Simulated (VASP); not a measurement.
A run of VASP 6.6.1 is set up as follows.

The input INCAR:

```
PREC = Accurate
ENCUT = 520
EDIFF = 1E-6
ISMEAR = -1
SIGMA = 0.05
LREAL = F
LASPH = T
NELM = 60
ALGO = Normal
ISIF = 2
LWAVE = F
LCHARG = F
NBANDS = 12
```

KPOINTS

```
Automatic mesh
0
Gamma
  14 14 16
```

The input POSCAR:

```
Ga
1.0
   -1.4584950000      1.3916250000      2.2290000000
    1.3916250000     -1.4584950000      2.2290000000
    1.4163750000      1.4163750000     -2.2711200000
Ga
1
Direct
    0.0000000000      0.0000000000      0.0000000000
```

Potentials or basis: VASP PAW LDA potentials, release 64 (Ga_d).

Run with:

```sh
$ cat potpaw_LDA.64/Ga_d/POTCAR > POTCAR
$ mpirun -np 1 vasp_std > vasp.out
```

Q: Predict the pressure.

A: -1.6 GPa.

Q: Estimate the band gap on the k mesh.

A: Zero (an odd number of electrons rules out a gap without spin polarisation).

Stress tensor (GPa, compression positive):
```
-1.41  0.22  0.05
 0.22 -1.41  0.05
 0.05  0.05 -1.92
```

Caveat: the cell differs from its parent crystal (equal xy, yz and zx shear strains of -3 %).
